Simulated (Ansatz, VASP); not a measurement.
# Two plane-wave programs on Te

```
CELL_PARAMETERS angstrom
4.31832 0.00000 0.00000
-2.15916 3.73978 0.00000
0.00000 0.00000 5.95400
ATOMIC_POSITIONS crystal
Te 0.28399 0.00000 0.33333
Te 0.00000 0.28399 0.66667
Te 0.71601 0.71601 0.00000
```

Alike in both runs: functional PBEsol; k mesh 12 × 12 × 8; occupations gaussian, width 0.1 eV; no spin polarisation.

Ansatz relaxed the structure, and its values are those at the end. VASP's run is a single point on that final structure, the one shown.

```csv
,VASP,Ansatz
version,VASP 6.6.1,Ansatz 0.2.0
potentials or method,"VASP PAW PBE potentials, release 64 (Te), cutoff 520 eV","scalar-relativistic, plane waves, PAW"
valence electrons in the cell,18,48
```

Ansatz gave:

- gap on the k mesh at the Fermi level (eV): none
- pressure (GPa): 0.0
- rms of the force components (eV/Å): 0.000

Q: Estimate VASP's values.

A: gap on the k mesh at the Fermi level (eV): none; pressure (GPa): 0.1; rms of the force components (eV/Å): 0.010.

VASP's potentials were made for PBE, not for PBEsol. A gap of «none» marks a metal or a gap that the smearing closes. The functional is the same, so the differences come from potentials, cutoffs and numerics. VASP's potentials hold 18 valence electrons a cell and Ansatz's 48, so a difference there can come from the potentials and not from the codes.

Spin-orbit coupling is off throughout.
